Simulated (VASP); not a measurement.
Pb3F2: single point with PBE

Pb3F2:

```
Pb F
1.0
     7.57731    0.00000    0.00000
     0.00000    7.57731    0.00000
     0.00000    0.00000    4.42213
Pb F
6 4
Direct
  0.37140 0.87140 0.50000
  0.12860 0.37140 0.50000
  0.62860 0.12860 0.50000
  0.87140 0.62860 0.50000
  0.00000 0.00000 0.50000
  0.50000 0.50000 0.50000
  0.17340 0.67340 0.00000
  0.32660 0.17340 0.00000
  0.82660 0.32660 0.00000
  0.67340 0.82660 0.00000
```

- Program: VASP 6.6.1
- Task: single point
- Functional: PBE
- Potentials or basis: VASP PAW PBE potentials, release 64 (Pb_d, F)
- Cutoff: 520 eV
- k mesh: 3 × 3 × 4
- Occupations: fermi-dirac, width 0.1 eV
- Spin: no spin polarisation
- Dipole correction: no
- Further INCAR settings: ALGO = Normal; EDIFF = 1e-06; NBANDS = 67

```
Pressure               : 1.4 GPa
Largest force          : 1.841 eV/Å
Band gap on the k mesh : zero (bands 56 and 57 overlap by 1.65 eV)
```

Forces in eV/Å, atoms in the order of the input:
```
Pb  -1.301 -1.301  0.000
Pb   1.301 -1.301  0.000
Pb   1.301  1.301  0.000
Pb  -1.301  1.301  0.000
Pb   0.000  0.000  0.000
Pb   0.000  0.000  0.000
F   -0.054 -0.054  0.000
F    0.054 -0.054  0.000
F    0.054  0.054  0.000
F   -0.054  0.054  0.000
```

Stress tensor (GPa, compression positive):
```
 5.07  0.00  0.00
 0.00  5.07  0.00
 0.00  0.00 -5.86
```

Levels at points of the mesh, in eV from the Fermi level:
| k point | band 53 | band 54 | band 55 | band 56 | band 57 | band 58 | band 59 | band 60 |
| --- | --- | --- | --- | --- | --- | --- | --- | --- |
| (0.00, 0.00, 0.00) | -1.99 | -1.99 | -0.89 | 1.18 | 1.66 | 1.83 | 2.12 | 2.53 |
| (0.00, 0.00, 0.50) | -1.78 | -1.39 | -1.39 | 0.29 | 0.54 | 1.41 | 1.50 | 1.85 |

Wall time 120 s on 1 thread of Intel(R) Xeon(R) Platinum 8559C (Emerald Rapids), with other jobs on the host, peak memory 0.37 GiB.

Caveat: the stress differs along the axes, from -6 to 5 GPa; spin-orbit coupling is left out, which moves the levels of the heavy elements; forces of over 1 eV/Å act on the atoms, so gaps and moduli don't describe the material at rest.
